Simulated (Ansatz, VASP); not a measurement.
**GaN: VASP beside Ansatz**

```
Ga N
1.0
     3.15182    0.00000    0.00000
    -1.57591    2.72956    0.00000
     0.00000    0.00000    5.13833
Ga N
2 2
Cartesian
  0.0000 1.8197 -0.0036
  1.5759 0.9099 2.5656
  0.0000 1.8197 1.9305
  1.5759 0.9099 4.4997
```

Alike in both runs: functional LDA; k mesh 12 × 12 × 4; no spin polarisation.

Ansatz relaxed the structure, and its values are those at the end. VASP's run is a single point on that final structure, the one shown.

|  | VASP | Ansatz |
| --- | --- | --- |
| version | VASP 6.6.1 | Ansatz 0.2.0 |
| potentials or method | VASP PAW LDA potentials, release 64 (Ga_d, N) | plane waves, PAW |
| plane-wave cutoff (eV) | 520 | 420 |
| occupations | gaussian, width 0.01 eV | fixed |
| valence electrons in the cell | 36 | 36 |

VASP gave:

```
pressure (GPa) : 1.1
```

Problem. Which values does Ansatz return?

Solution. Pressure (GPa): 0.0.

LDA's correlation is that of Perdew and Zunger in VASP and of Perdew and Wang (1992) in Ansatz.
